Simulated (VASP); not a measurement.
Cs2Au:

```
CELL_PARAMETERS angstrom
4.79198 0.00000 0.00000
-2.39599 4.14998 0.00000
0.00000 0.00000 5.31086
ATOMIC_POSITIONS crystal
Cs 0.33333 0.66667 0.50000
Cs 0.66667 0.33333 0.50000
Au 0.00000 0.00000 0.00000
```

The cell was generated, and may not be a known phase.

* Program: VASP 6.6.1
* Task: relaxation of cell and atoms
* Functional: PBE
* Potentials or basis: VASP PAW PBE potentials, release 64 (Cs_sv, Au_sv_GW)
* Cutoff: 540 eV
* k mesh: 6 × 6 × 4
* Occupations: gaussian, width 0.1 eV
* Spin: no spin polarisation

At the start: pressure 17.8 GPa; volume 35.21 Å³/atom.

Problem. Where does the relaxation end?

Solution. Over 10 steps the energy falls by 1284.3 meV/atom and the volume is 46.51 Å³/atom (+32.1 %); space group P6/mmm (No. 191, to 0.1 Å) before and after.

Step by step:
```csv
step,energy change (eV),largest force (eV/Å),pressure (GPa),volume (Å³)
1,0.0000,0.0000,17.79,105.62
2,-3.6157,0.0000,-0.61,172.06
3,-3.6225,0.0000,-0.69,174.13
4,-3.7209,0.0000,-0.53,166.83
5,-3.8061,0.0000,-0.31,157.34
6,-3.8438,0.0000,-0.15,138.35
7,-3.8493,0.0000,-0.23,144.02
8,-3.8497,0.0000,-0.23,142.96
9,-3.8497,0.0000,-0.22,142.34
10,-3.8530,0.0000,-0.06,139.53
```

Final structure:
```
CELL_PARAMETERS angstrom
6.23903 0.00000 0.00000
-3.11952 5.40316 0.00000
0.00000 0.00000 4.13909
ATOMIC_POSITIONS crystal
Cs 0.33333 0.66667 0.50000
Cs 0.66667 0.33333 0.50000
Au 0.00000 0.00000 0.00000
```

Caveat: the volume moved by over 15 % at a fixed basis, so the end points are rough.
